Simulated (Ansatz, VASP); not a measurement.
SnO2 in VASP and in Ansatz

File INCAR:

```
SYSTEM = SnO2
PREC = Accurate
ENCUT = 520
EDIFF = 1E-7
ISMEAR = 0
SIGMA = 0.05
LREAL = .FALSE.
LASPH = .TRUE.
NELM = 100
ALGO = Normal
ISIF = 2
LWAVE = .FALSE.
LCHARG = .FALSE.
GGA = PE
IVDW = 12
NBANDS = 49
```

Contents of KPOINTS:

```
regular mesh
0
G
  9 9 2
  0 0 0
```

The input POSCAR:

```
SnO2
1.0
   -3.2372529198      0.0000000000      0.0000000000
   -1.6186264599     -2.8035432670      0.0000000000
   -3.3991155658     -1.9624802870     12.6254773976
Sn O
3 6
Direct
    0.3097481333      0.3097481333      0.5098836190
    0.8810350873     -0.1189649127      0.1699498752
   -0.2615388207     -0.2615388207      0.8498173628
    0.4927820452      0.4927820452      0.2484066022
    0.3502081372     -0.6497918628      0.9282740898
   -0.0785049088     -0.0785049088      0.5883403460
    0.1267142215      0.1267142215      0.7713606359
    0.6980011755     -0.3019988245      0.4314268921
    0.2692881295      0.2692881295      0.0914931483
```

Input for Ansatz:

```yaml
crystal:
  lattice:
    - [-3.2372529198, 0.0, 0.0]
    - [-1.6186264599, -2.803543267, 0.0]
    - [-3.3991155658, -1.962480287, 12.6254773976]
  atoms:
    - { symbol: Sn, position: [0.3097481333, 0.3097481333, 0.509883619] }
    - { symbol: Sn, position: [0.8810350873, -0.1189649127, 0.1699498752] }
    - { symbol: Sn, position: [-0.2615388207, -0.2615388207, 0.8498173628] }
    - { symbol: O, position: [0.4927820452, 0.4927820452, 0.2484066022] }
    - { symbol: O, position: [0.3502081372, -0.6497918628, 0.9282740898] }
    - { symbol: O, position: [-0.0785049088, -0.0785049088, 0.588340346] }
    - { symbol: O, position: [0.1267142215, 0.1267142215, 0.7713606359] }
    - { symbol: O, position: [0.6980011755, -0.3019988245, 0.4314268921] }
    - { symbol: O, position: [0.2692881295, 0.2692881295, 0.0914931483] }
basis:
  ecutwfc: 520.0
kpoints:
  mp_grid: { grid: [9, 9, 2] }
hamiltonian:
  xc: pbe
  pseudopotentials: { kind: paw, azcp: { folder: soft_1 } }
  dispersion: d3bj
scf:
  occupations: { method: gaussian, width: 0.05 }
output:
  forces: true
  stress: true
  eigenvalues: true
```

Alike in both runs: task single point; functional PBE; dispersion D3(BJ); k mesh 9 × 9 × 2; occupations gaussian, width 0.05 eV; no spin polarisation.

|  | VASP | Ansatz |
| --- | --- | --- |
| version | VASP 6.6.1 | Ansatz 0.2.0 |
| potentials or method | VASP PAW PBE potentials, release 64 (Sn_d, O), cutoff 520 eV | scalar-relativistic, plane waves, PAW |
| valence electrons in the cell | 78 | 78 |

```tsv
	VASP	Ansatz	Ansatz less VASP
gap on the k mesh at the Fermi level (eV)	0.48	0.51	+0.028
least direct gap on the mesh (eV)	0.95	0.97	+0.021
pressure (GPa)	4.6	3.9	-0.70
traceless stress, the component that is largest in VASP (GPa)	8.25	8.70	+0.449
rms of the force components (eV/Å)	0.757	0.772	+0.0149
```

Atom by atom the forces differ by 0.028 eV/Å (rms over components).
